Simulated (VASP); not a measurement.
## TaN: single point with PBE

Crystal: TaN.

```
CELL_PARAMETERS angstrom
0.00000 2.20811 2.17874
2.20811 0.00000 2.17874
2.20811 2.20811 0.00000
ATOMIC_POSITIONS crystal
Ta 0.50000 0.50000 0.50000
N 0.00000 0.00000 0.00000
```

This cell differs from its parent crystal: engineering shear strain xz +0.0000, normal strain along z -0.0133.

```
Program             : VASP 6.6.1
Task                : single point
Functional          : PBE
Potentials or basis : VASP PAW PBE potentials, release 64 (Ta_pv, N)
Cutoff              : 520 eV
k mesh              : 18 × 18 × 18
Occupations         : gaussian, width 0.15 eV
Spin                : no spin polarisation
```

```json
{"Pressure": "5.7 GPa", "Band gap on the k mesh": "zero (bands 8 and 9 overlap by 4.00 eV)"}
```

Stress tensor (GPa, compression positive):
```
 2.96  0.00  0.00
 0.00  2.96  0.00
 0.00  0.00 11.28
```

Levels at points of the mesh, in eV from the Fermi level:
| k point | band 5 | band 6 | band 7 | band 8 | band 9 | band 10 | band 11 | band 12 |
| --- | --- | --- | --- | --- | --- | --- | --- | --- |
| (0.00, 0.00, 0.00) | -3.86 | -3.86 | -3.80 | -2.17 | -2.17 | -2.01 | -0.04 | 0.10 |
| (0.50, 0.00, 0.00) | -10.39 | -7.60 | -7.60 | 1.83 | 1.95 | 2.00 | 3.81 | 7.36 |
| (0.50, 0.50, 0.00) | -6.56 | -5.50 | -4.70 | -4.70 | 2.12 | 3.54 | 3.54 | 4.55 |
| (0.50, 0.00, 0.50) | -6.71 | -5.47 | -4.66 | -4.60 | 2.09 | 3.45 | 3.62 | 4.53 |

Run time: 46 s on 1 thread of Intel(R) Xeon(R) 6975P-C (Granite Rapids), on a shared host, peak memory 0.26 GiB.

Caveat: the cell differs from its parent crystal (engineering shear strain xz +0.0000, normal strain along z -0.0133); the stress differs along the axes, from 3 to 11 GPa; spin-orbit coupling is left out, which moves the levels of the heavy elements.
